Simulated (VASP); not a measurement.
Input of a VASP 6.6.1 run:

File INCAR:

```
SYSTEM = Ni
  PREC = Accurate
  ENCUT = 590
  EDIFF = 1E-6
  ISMEAR = 1
  SIGMA = 0.05
  LREAL = .FALSE.
  LASPH = .TRUE.
  NELM = 200
  ALGO = Normal
  ISIF = 2
  LWAVE = .FALSE.
  LCHARG = .FALSE.
  ISPIN = 2
  MAGMOM = 2
  LORBIT = 11
  LMAXMIX = 4
  GGA = PE
  NBANDS = 19
  GGA_COMPAT = .FALSE.
```

KPOINTS

```
Automatic mesh
0
G
  14 14 14
  0 0 0
```

The input POSCAR:

```
Ni
1.0
    0.0000000000      1.7690000000      1.7690000000
    1.7690000000      0.0000000000      1.7690000000
    1.7690000000      1.7690000000      0.0000000000
Ni
1
Direct
    0.0000000000      0.0000000000      0.0000000000
```

Potentials or basis: VASP PAW PBE potentials, release 64 (Ni_sv_GW).

Command:

```bash
$ cat potpaw_PBE.64/Ni_sv_GW/POTCAR > POTCAR
$ mpirun -np 1 vasp_std > vasp.out
```

What does it give for the pressure?

-7.0 GPa.

Estimate the site moments.

Ni +0.72 μB.

What does it give for the net moment?

0.67 μB per cell.
